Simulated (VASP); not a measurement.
## TiMoSe4: single point with PBE

TiMoSe4:

```
CELL_PARAMETERS angstrom
0.00000 4.85686 4.85686
4.85686 0.00000 4.85686
4.85686 4.85686 0.00000
ATOMIC_POSITIONS crystal
Ti 0.00000 0.00000 0.00000
Mo 0.50000 0.50000 0.50000
Se 0.91268 0.36244 0.36244
Se 0.36244 0.36244 0.36244
Se 0.36244 0.91268 0.36244
Se 0.36244 0.36244 0.91268
```

The cell was built from a structure type or drawn by symmetry, and may not be a known phase.

```
Program                : VASP 6.6.1
Task                   : single point
Functional             : PBE
Potentials or basis    : VASP PAW PBE potentials, release 64 (Ti_sv, Mo_sv, Se)
Cutoff                 : 520 eV
k mesh                 : 3 × 3 × 3
Occupations            : gaussian, width 0.15 eV
Spin                   : collinear spin
Starting moments       : [1.0, 1.0, 0.0, 0.0, 0.0, 0.0] μB
Dipole correction      : no
Further INCAR settings : ALGO = Normal; EDIFF = 1e-06; NBANDS = 38
```

```yaml
Pressure: 0.4 GPa
Largest_force: 0.007 eV/Å
Band_gap_on_the_k_mesh: zero (filled and empty bands overlap)
Net_moment: 0.00 μB per cell
Valence_electrons_inside_the_program's_atomic_spheres: Ti 9.98; Mo 12.59; Se 3.82
```

Forces on the atoms (eV/Å):
```
Ti   0.000  0.000  0.000
Mo   0.000  0.000  0.000
Se   0.004 -0.004 -0.004
Se   0.004  0.004  0.004
Se  -0.004  0.004 -0.004
Se  -0.004 -0.004  0.004
```

Levels at points of the mesh, in eV from the Fermi level:
Spin up:
| k point | band 22 | band 23 | band 24 | band 25 | band 26 | band 27 |
| --- | --- | --- | --- | --- | --- | --- |
| (0.00, 0.00, 0.00) | -0.22 | 0.01 | 0.01 | 0.02 | 0.02 | 0.02 |
Spin down:
```tsv
k point	band 22	band 23	band 24	band 25	band 26	band 27
(0.00, 0.00, 0.00)	-0.21	0.01	0.01	0.02	0.02	0.02
```

Wall time 9 min on 1 thread of Intel Xeon 8259CL (shared host), peak memory 0.54 GiB.

Caveat: the k points lie up to 0.37 Å⁻¹ apart.
